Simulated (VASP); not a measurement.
Runs of VASP 6.6.1 on C. The structure is that of space group P6/mmm (No. 191), or close to it. The cells are those of the table. 

```csv
task,cell,k mesh,cutoff (eV),gap on the mesh (eV),pressure (GPa)
single point,"a = 6.138, b = 6.138, c = 1.249 Å, angles 90.0, 90.0, 120.0°, 3 atoms",7 × 7 × 27,520,none,(a)
single point,"a = 6.311, b = 6.311, c = 1.284 Å, angles 90.0, 90.0, 120.0°, 3 atoms",11 × 11 × 15,520,none,-0.1
single point,"a = 6.311, b = 6.311, c = 1.284 Å, angles 90.0, 90.0, 120.0°, 3 atoms",7 × 7 × 27,520,none,-0.1
relaxation of cell and atoms,"relaxed from a = 3.344, b = 3.344, c = 2.050 Å, angles 90.0, 90.0, 120.0°, 3 atoms",11 × 11 × 15,600,none,0.1
single point,"a = 6.048, b = 6.048, c = 1.231 Å, angles 90.0, 90.0, 120.0°, 3 atoms",7 × 7 × 27,520,none,23.9
single point,"a = 6.554, b = 6.554, c = 1.334 Å, angles 90.0, 90.0, 120.0°, 3 atoms",7 × 7 × 27,520,none,(b)
single point,"a = 6.226, b = 6.226, c = 1.267 Å, angles 90.0, 90.0, 120.0°, 3 atoms",7 × 7 × 27,520,none,6.5
single point,"a = 6.311, b = 6.311, c = 1.284 Å, angles 90.0, 90.0, 120.0°, 3 atoms",8 × 8 × 32,520,none,-0.2
```

Alike in all rows: level PBE; potentials or basis VASP PAW PBE potentials, release 64 (C); no spin polarisation; smearing fermi-dirac 0.1 eV.

Task: Estimate the missing entries.

Result: (a) 14.4; (b) -14.3.

Caveats: the stress differs along the axes, from 1 to 40 GPa (at least some runs); the stress differs along the axes, from 2 to 68 GPa (at least some runs); the stress differs along the axes, from -44 to 0 GPa (at least some runs); the stress differs along the axes, from 1 to 17 GPa (at least some runs).

A gap of «none» marks levels without a gap at the run's occupations.
